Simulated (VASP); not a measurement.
# KTaO3 (P4/mmm) in VASP: further runs

Runs on KTaO3. Level: PBEsol. Tasks: single point.

Everything below comes from runs of VASP 6.6.1. Logs are shortened: lines on timing, memory, paths and dates and some standing lists are left out, and cuts for length are marked.

## Step 1: The cell of the first run

The structure is tetragonal, space group P4/mmm (No. 123). The conventional cell has a = 3.866 Å, b = 3.866 Å, c = 4.029 Å, α = 90.00°, β = 90.00°, γ = 90.00°. Within 3.6 Å of K (site symmetry 4/mmm) lie 12 O at 2.73 to 2.79 Å and 8 Ta at 3.40 Å. Within 2.6 Å of Ta (site symmetry 4/mmm) lie 6 O at 1.93 to 2.01 Å. Within 2.6 Å of O (site symmetry mmm) lie 2 Ta at 1.93 Å. O (site symmetry 4/mmm) has 2 Ta at 2.01 Å within 2.7 Å.

## Step 2: Single point, PBEsol (biaxial strain in the a-b plane: -3.0 %, then relaxed in part)

Contents of INCAR:

```
PREC     = Accurate       # precision mode
ENCUT    = 520            # plane-wave cutoff, eV
EDIFF    = 1E-6           # SCF threshold, eV
ISMEAR   = 0              # smearing method
SIGMA    = 0.02           # smearing width, eV
LREAL    = False          # projectors in reciprocal space
LASPH    = True           # aspherical terms in the spheres
NELM     = 100            # most SCF steps
ALGO     = Normal         # electronic algorithm
ISIF     = 2              # what is computed and relaxed
LWAVE    = False          # write WAVECAR
LCHARG   = False          # write CHGCAR
GGA      = PS             # functional
NBANDS   = 27             # bands
```

Contents of KPOINTS:

```
Automatic mesh
0
Gamma
  8 8 8
```

Contents of POSCAR:

```
KTaO3
1.0
    3.8660436127      0.0000000000      0.0000000000
    0.0000000000      3.8660436127      0.0000000000
    0.0000000000      0.0000000000      4.0292823697
K Ta O
1 1 3
Direct
    0.5000000000      0.5000000000      0.5000000000
    0.0000000000      0.0000000000      0.0000000000
    0.0000000000      0.5000000000      0.0000000000
    0.0000000000      0.0000000000      0.5000000000
    0.5000000000      0.0000000000      0.0000000000
```

Potentials or basis: VASP PAW PBE potentials, release 64 (K_sv, Ta_pv, O).

Started as:

```bash
$ cat potpaw_PBE.64/K_sv/POTCAR potpaw_PBE.64/Ta_pv/POTCAR potpaw_PBE.64/O/POTCAR > POTCAR
$ mpirun -np 1 vasp_std > vasp.out
```

OUTCAR:

```text
PREC = Accurate
   ENCUT = 520
   EDIFF = 1E-6
   ISMEAR = 0
   LREAL = False
   LASPH = True
   NELM = 100
   ISIF = 2
   GGA = PS

 ion  position               nearest neighbor table
   1  0.500  0.500  0.500-   4 2.73   4 2.73   4 2.73   4 2.73   5 2.79   3 2.79   5 2.79   5 2.79
                             3 2.79   5 2.79   3 2.79   3 2.79   2 3.40   2 3.40   2 3.40   2 3.40
   2  0.000  0.000  0.000-   3 1.93   5 1.93   3 1.93   5 1.93   4 2.01   4 2.01   1 3.40   1 3.40
                             1 3.40   1 3.40   1 3.40   1 3.40   1 3.40   1 3.40
   3  0.000  0.500  0.000-   2 1.93   2 1.93   1 2.79   1 2.79   1 2.79   1 2.79
   4  0.000  0.000  0.500-   2 2.01   2 2.01   1 2.73   1 2.73   1 2.73   1 2.73
   5  0.500  0.000  0.000-   2 1.93   2 1.93   1 2.79   1 2.79   1 2.79   1 2.79

  LATTYP: Found a simple tetragonal cell.
 ALAT       =     3.8660436127
 C/A-ratio  =     1.0422237236

  Lattice vectors:

 A1 = (   3.8660436127,   0.0000000000,   0.0000000000)
 A2 = (   0.0000000000,   3.8660436127,   0.0000000000)
 A3 = (   0.0000000000,   0.0000000000,   4.0292823697)

Analysis of symmetry for initial positions (statically):
=====================================================================
 Subroutine PRICEL returns:
 Original cell was already a primitive cell.

 Routine SETGRP: Setting up the symmetry group for a
 simple tetragonal supercell.

 Subroutine GETGRP returns: Found 16 space group operations
 (whereof 16 operations were pure point group operations)
 out of a pool of 16 trial point group operations.

The static configuration has the point symmetry D_4h.

Analysis of symmetry for dynamics (positions and initial velocities):
=====================================================================
 Subroutine PRICEL returns:
 Original cell was already a primitive cell.

 Routine SETGRP: Setting up the symmetry group for a
 simple tetragonal supercell.

 Subroutine GETGRP returns: Found 16 space group operations
 (whereof 16 operations were pure point group operations)
 out of a pool of 16 trial point group operations.

The dynamic configuration has the point symmetry D_4h.

 Subroutine INISYM returns: Found 16 space group operations
 (whereof 16 operations are pure point group operations),
 and found     1 'primitive' translations

----------------------------------------------------------------------------------------

                                     Primitive cell

  volume of cell :      60.2228

  direct lattice vectors                    reciprocal lattice vectors
     3.866043613  0.000000000  0.000000000     0.258662369  0.000000000  0.000000000
     0.000000000  3.866043613  0.000000000     0.000000000  0.258662369  0.000000000
     0.000000000  0.000000000  4.029282370     0.000000000  0.000000000  0.248183152

  length of vectors
     3.866043613  3.866043613  4.029282370     0.258662369  0.258662369  0.248183152

  position of ions in fractional coordinates (direct lattice)
     0.500000000  0.500000000  0.500000000
     0.000000000  0.000000000  0.000000000
     0.000000000  0.500000000  0.000000000
     0.000000000  0.000000000  0.500000000
     0.500000000  0.000000000  0.000000000

  ion indices of the primitive-cell ions
   primitive index   ion index
                 1           1
                 2           2
                 3           3
                 4           4
                 5           5

----------------------------------------------------------------------------------------

 KPOINTS: Automatic mesh

Automatic generation of k-mesh.
 Grid dimensions read from file:
 generate k-points for:    8    8    8

 Generating k-lattice:

  Cartesian coordinates                     Fractional coordinates (reciprocal lattice)
     0.032332796  0.000000000  0.000000000     0.125000000  0.000000000  0.000000000
     0.000000000  0.032332796  0.000000000     0.000000000  0.125000000  0.000000000
     0.000000000  0.000000000  0.031022894     0.000000000  0.000000000  0.125000000

  Length of vectors
     0.032332796  0.032332796  0.031022894

  Shift w.r.t. Gamma in fractional coordinates (k-lattice)
     0.000000000  0.000000000  0.000000000

 Subroutine IBZKPT returns following result:
 ===========================================

 Found     75 irreducible k-points:

 Following reciprocal coordinates:
            Coordinates               Weight
  0.000000  0.000000  0.000000      1.000000
  0.125000  0.000000  0.000000      4.000000
  0.250000  0.000000  0.000000      4.000000
  0.375000  0.000000  0.000000      4.000000
  0.500000  0.000000  0.000000      2.000000
  0.125000  0.125000  0.000000      4.000000
[... 16 lines left out ...]
  0.375000  0.125000  0.125000     16.000000
  0.500000  0.125000  0.125000      8.000000
 [... further k-points ...]
   k-points           NKPTS =     75   k-points in BZ     NKDIM =     75   number of bands    NBANDS=     27
   number of dos      NEDOS =    301   number of ions     NIONS =      5
   total plane-waves  NPLWV =  27000
   dimension x,y,z NGX =    30 NGY =   30 NGZ =   30
   dimension x,y,z NGXF=    60 NGYF=   60 NGZF=   60
   ions per type =               1   1   3
   NGX,Y,Z   is equivalent  to a cutoff of  12.90, 12.90, 12.38 a.u.
   NGXF,Y,Z  is equivalent  to a cutoff of  25.80, 25.80, 24.76 a.u.
 SYSTEM =  unknown system
   PREC   = accura    normal or accurate (medium, high low for compatibility)
   ISTART =      0    job   : 0-new  1-cont  2-samecut
   ICHARG =      2    charge: 1-file 2-atom 10-const
   ISPIN  =      1    spin polarized calculation?
   LNONCOLLINEAR =      F non collinear calculations
   LSORBIT =      F    spin-orbit coupling
   LASPH  =      T    aspherical Exc in radial PAW
   ENCUT  =  520.0 eV  38.22 Ry    6.18 a.u.   7.19  7.19  7.49*2*pi/ulx,y,z
   NELM   =    100;   NELMIN=  2; NELMDL= -5     # of ELM steps
   EDIFF  = 0.1E-05   stopping-criterion for ELM
   LREAL  =      F    real-space projection
   EDIFFG = 0.1E-04   stopping-criterion for IOM
   NSW    =      0    number of steps for IOM
   IBRION =     -1    ionic relax: 0-MD 1-quasi-New 2-CG
   NFREE  =      0    steps in history (QN), initial steepest desc. (CG)
   ISIF   =      2    stress and relaxation
   ISYM   =      2    0-nonsym 1-usesym 2-fastsym
   POTIM  = 0.5000    time-step for ionic-motion
   TEBEG  =    0.0;   TEEND  =   0.0 temperature during run
   PSTRESS=    0.0 pullay stress
   NELECT =      38.0000    total number of electrons
   NUPDOWN=      -1.0000    fix difference up-down
   EMIN   =  10.00;   EMAX   =-10.00  energy-range for DOS
   EFERMI =   0.00;   METHOD = LEGACY
   ISMEAR =     0;   SIGMA  =   0.02  broadening in eV -4-tet -1-fermi 0-gaus
   EFERMI_NEDOS =   21; number of points for ismear=-14 and -15
   IALGO  =     38    algorithm
   IMIX   =      4    mixing-type and parameters
     AMIX     =   0.40;   BMIX     =  1.00
     AMIX_MAG =   1.60;   BMIX_MAG =  1.00
  volume/ion in A,a.u.               =      12.04        81.28
  Fermi-wavevector in a.u.,A,eV,Ry     =   1.404157  2.653472 26.826016  1.971657
  Thomas-Fermi vector in A             =   2.526747
   LORBIT       =      0    0 simple, 1 ext, 2 COOP (PROOUT), +10 PAW based schemes
   GGA     = PS    functional components
   LHFCALC =     F    Hartree Fock is set to
   AEXX    =    0.0000 exact exchange contribution
   IVDW    =     0    specifies the selected vdW correction
   LEPSILON=     F    determine dielectric tensor
   LRPA    =     F    only Hartree local field effects (RPA)
 non-spin polarized calculation
 Gauss-broadening in eV      SIGMA  =   0.02
  energy-cutoff  :      520.00
  volume of cell :       60.22
 maximum number of plane-waves:      1652
 NGX is ok and might be reduce to    30
   NGX = 15   NGY = 15   NGZ = 15

 number of electron      38.0000011 magnetization

 Free energy of the ion-electron system (eV)
  ---------------------------------------------------
  ext. energy  EPLUGINS =         0.00000000
  ---------------------------------------------------
  free energy    TOTEN  =       -42.69973525 eV

  energy without entropy =      -42.69973525  energy(sigma->0) =      -42.69973525

 E-fermi :   2.2389     XC(G=0): -11.4156

 val. band max:        2.0491661751   @ k =   0.5000   0.5000   0.5000
 cond. band min:       4.1934334952   @ k =   0.0000   0.0000   0.0000
 fundamental gap:      2.1442673201
 Fermi energy:         2.2388652695

 k-point     1 :       0.0000    0.0000    0.0000
  band No.  band energies     occupation
      1     -31.8401      2.00000
      2     -31.8401      2.00000
      3     -31.7552      2.00000
      4     -25.0498      2.00000
      5     -15.7443      2.00000
      6     -15.1209      2.00000
[... 19 lines left out ...]
     26       9.8794      0.00000
     27      10.0636      0.00000

 k-point     2 :       0.1250    0.0000    0.0000
  band No.  band energies     occupation
      1     -31.8610      2.00000
      2     -31.8393      2.00000
      3     -31.7543      2.00000
      4     -25.0433      2.00000
      5     -15.6681      2.00000
      6     -15.0291      2.00000
[... 19 lines left out ...]
     26      10.2700      0.00000
     27      10.4982      0.00000

 k-point     3 :       0.2500    0.0000    0.0000
  band No.  band energies     occupation
      1     -31.9109      2.00000
      2     -31.8372      2.00000
      3     -31.7523      2.00000
      4     -25.0279      2.00000
      5     -15.5860      2.00000
      6     -14.7463      2.00000
[... 19 lines left out ...]
     26      10.8498      0.00000
     27      11.8360      0.00000

 k-point     4 :       0.3750    0.0000    0.0000
  band No.  band energies     occupation
      1     -31.9599      2.00000
      2     -31.8352      2.00000
      3     -31.7502      2.00000
      4     -25.0125      2.00000
      5     -15.5783      2.00000
      6     -14.6865      2.00000
[... 19 lines left out ...]
     26      11.4244      0.00000
     27      12.5577      0.00000

 k-point     5 :       0.5000    0.0000    0.0000
  band No.  band energies     occupation
      1     -31.9800      2.00000
      2     -31.8344      2.00000
      3     -31.7493      2.00000
      4     -25.0061      2.00000
      5     -15.5842      2.00000
      6     -14.6834      2.00000
[... 19 lines left out ...]
     26      11.6665      0.00000
     27      12.4277      0.00000

 k-point     6 :       0.1250    0.1250    0.0000
  band No.  band energies     occupation
      1     -31.8605      2.00000
      2     -31.8598      2.00000
      3     -31.7535      2.00000
      4     -25.0374      2.00000
      5     -15.5623      2.00000
      6     -14.9671      2.00000
[... 444 lines left out ...]
      1     -31.8600      2.00000
      2     -31.8593      2.00000
      3     -31.7658      2.00000
      4     -25.0332      2.00000
      5     -15.5464      2.00000
      6     -14.9630      2.00000
[... 19 lines left out ...]
     26      10.7408      0.00000
     27      10.9074      0.00000

 k-point    22 :       0.2500    0.1250    0.1250
  band No.  band energies     occupation
      1     -31.9093      2.00000
      2     -31.8575      2.00000
      3     -31.7636      2.00000
      4     -25.0199      2.00000
      5     -15.3980      2.00000
      6     -14.6848      2.00000
[... 19 lines left out ...]
     26      11.2396      0.00000
     27      12.2016      0.00000

 k-point    23 :       0.3750    0.1250    0.1250
  band No.  band energies     occupation
      1     -31.9582      2.00000
      2     -31.8554      2.00000
      3     -31.7615      2.00000
      4     -25.0066      2.00000
      5     -15.3644      2.00000
      6     -14.5609      2.00000
[... 19 lines left out ...]
     26      11.7768      0.00000
     27      12.8357      0.00000

 k-point    24 :       0.5000    0.1250    0.1250
  band No.  band energies     occupation
      1     -31.9782      2.00000
      2     -31.8545      2.00000
      3     -31.7606      2.00000
      4     -25.0011      2.00000
      5     -15.3640      2.00000
      6     -14.5539      2.00000
[... 19 lines left out ...]
     26      11.9646      0.00000
     27      12.9146      0.00000

 [... further k-points ...]

------------------------ aborting loop because EDIFF is reached ----------------------------------------

  FORCE on cell =-STRESS in cart. coord.  units (eV):
  Direction    XX          YY          ZZ          XY          YZ          ZX
  --------------------------------------------------------------------------------------
  -------------------------------------------------------------------------------------
  Total        7.2033719      7.2033719      0.2878370      0.0000000      0.0000000      0.0000000
  in kB      191.6395827    191.6395827      7.6576590      0.0000000      0.0000000      0.0000000
  external PRESSURE =     130.3122748 kB  Pullay stress =       0.0000000 kB

 VOLUME and BASIS-vectors are now :
 -----------------------------------------------------------------------------
  energy-cutoff  :      520.00
  volume of cell :       60.22
      direct lattice vectors                 reciprocal lattice vectors
     3.866043613  0.000000000  0.000000000     0.258662369  0.000000000  0.000000000
     0.000000000  3.866043613  0.000000000     0.000000000  0.258662369  0.000000000
     0.000000000  0.000000000  4.029282370     0.000000000  0.000000000  0.248183152

 POSITION                                       TOTAL-FORCE (eV/Angst)
 -----------------------------------------------------------------------------------
      1.93302      1.93302      2.01464         0.000000      0.000000      0.000000
      0.00000      0.00000      0.00000         0.000000      0.000000      0.000000
      0.00000      1.93302      0.00000         0.000000      0.000000      0.000000
      0.00000      0.00000      2.01464         0.000000      0.000000      0.000000
      1.93302      0.00000      0.00000         0.000000      0.000000      0.000000
 -----------------------------------------------------------------------------------
    total drift:                                0.000000     -0.000000      0.000000

  FREE ENERGIE OF THE ION-ELECTRON SYSTEM (eV)
  ---------------------------------------------------
  free  energy   TOTEN  =       -42.6997352482 eV

  energy  without entropy=      -42.6997352482  energy(sigma->0) =      -42.69973525
```

It took 3.1 min on 1 thread of Intel Xeon 8259CL, shared host; peak memory 0.25 GiB.

What came out:

- Free energy: -42.6997 eV
- Pressure: 13.0 GPa
- Band gap on the k mesh: 2.14 eV, indirect (least direct gap 2.71 eV)

Levels at points of the mesh, in eV from the valence-band top:
| k point | band 17 | band 18 | band 19 | band 20 | band 21 | band 22 |
| --- | --- | --- | --- | --- | --- | --- |
| (0.00, 0.00, 0.00) | -0.65 | -0.56 | -0.56 | 2.14 | 2.14 | 2.21 |
| (0.50, 0.00, 0.00) | -1.64 | -0.88 | -0.78 | 2.35 | 5.51 | 5.51 |
| (0.50, 0.50, 0.00) | -1.25 | -1.25 | -0.09 | 5.55 | 5.55 | 7.02 |
| (0.00, 0.00, 0.50) | -1.78 | -0.88 | -0.88 | 2.36 | 4.94 | 4.94 |
| (0.50, 0.00, 0.50) | -1.67 | -1.54 | -0.07 | 5.00 | 5.54 | 6.62 |
| (0.50, 0.50, 0.50) | -0.05 | 0.00 | 0.00 | 6.81 | 6.81 | 7.18 |

Caveat: the cell differs from its parent crystal (biaxial strain in the a-b plane: -3.0 %, then relaxed in part); the PAW data sets were made with another functional, which shifts forces and pressure a little; spin-orbit coupling is left out, which moves the levels of the heavy elements. A k mesh can miss the band edges.

(Continued in part 2 of 3.)
